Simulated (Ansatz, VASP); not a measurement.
**Two plane-wave programs on CO2**

Contents of INCAR:

```
SYSTEM = CO2
  PREC = Accurate
  ENCUT = 520
  EDIFF = 1E-6
  ISMEAR = 0
  SIGMA = 0.01
  LREAL = .FALSE.
  LASPH = .TRUE.
  NELM = 60
  ALGO = Normal
  ISIF = 2
  LWAVE = .FALSE.
  LCHARG = .FALSE.
  GGA = CA
  NBANDS = 25
```

The input KPOINTS:

```
regular mesh
0
G
  6 6 6
  0 0 0
```

POSCAR

```
CO2
1.0
    4.1925575246      0.0000000000      0.0000000000
    0.0000000000      4.1925575246      0.0000000000
    0.0000000000      0.0000000000      4.6051154204
C O
2 4
Direct
    0.5000000000      0.5000000000      0.5000000000
    0.0000000000      0.0000000000      0.0000000000
    0.3042678613      0.6957321387      0.5000000000
    0.6957321387      0.3042678613      0.5000000000
    0.1957321387      0.1957321387      0.0000000000
    0.8042678613      0.8042678613      0.0000000000
```

Input for Ansatz:

```yaml
crystal:
  lattice:
    - [4.1925575246, 0.0, 0.0]
    - [0.0, 4.1925575246, 0.0]
    - [0.0, 0.0, 4.6051154204]
  atoms:
    - { symbol: C, position: [0.5, 0.5, 0.5] }
    - { symbol: C, position: [0.0, 0.0, 0.0] }
    - { symbol: O, position: [0.3042678613, 0.6957321387, 0.5] }
    - { symbol: O, position: [0.6957321387, 0.3042678613, 0.5] }
    - { symbol: O, position: [0.1957321387, 0.1957321387, 0.0] }
    - { symbol: O, position: [0.8042678613, 0.8042678613, 0.0] }
kpoints:
  mp_grid: { grid: [6, 6, 6] }
  band_path:
    path:
      - [0.0, 0.0, 0.0]
      - [0.0, 0.5, 0.0]
      - [0.5, 0.5, 0.0]
      - [0.0, 0.0, 0.5]
      - [0.0, 0.5, 0.5]
      - [0.5, 0.5, 0.5]
    npoints: 1
hamiltonian:
  xc: lda
scf:
  occupations: { method: fixed }
  n_extra_bands: 5
output:
  forces: true
  stress: true
  eigenvalues: true
```

Alike in both runs: task single point; functional LDA; k mesh 6 × 6 × 6; no spin polarisation.

|  | VASP | Ansatz |
| --- | --- | --- |
| version | VASP 6.6.1 | Ansatz 0.2.0 |
| potentials or method | VASP PAW LDA potentials, release 64 (C, O) | plane waves, PAW |
| plane-wave cutoff (eV) | 520 | 420 |
| occupations | gaussian, width 0.01 eV | fixed |
| valence electrons in the cell | 32 | 32 |

```tsv
	VASP	Ansatz	Ansatz less VASP
gap on the k mesh at the Fermi level (eV)	6.36	6.38	+0.028
pressure (GPa)	1.3	-0.8	-2.09
traceless stress, the component that is largest in VASP (GPa)	-2.88	-0.43	+2.457
rms of the force components (eV/Å)	0.406	0.028	-0.3777
```

LDA's correlation is that of Perdew and Zunger in VASP and of Perdew and Wang (1992) in Ansatz. Atom by atom the forces differ by 0.378 eV/Å (rms over components).

Noted on VASP's run: the standard files for N, O and F lose accuracy on very short bonds.
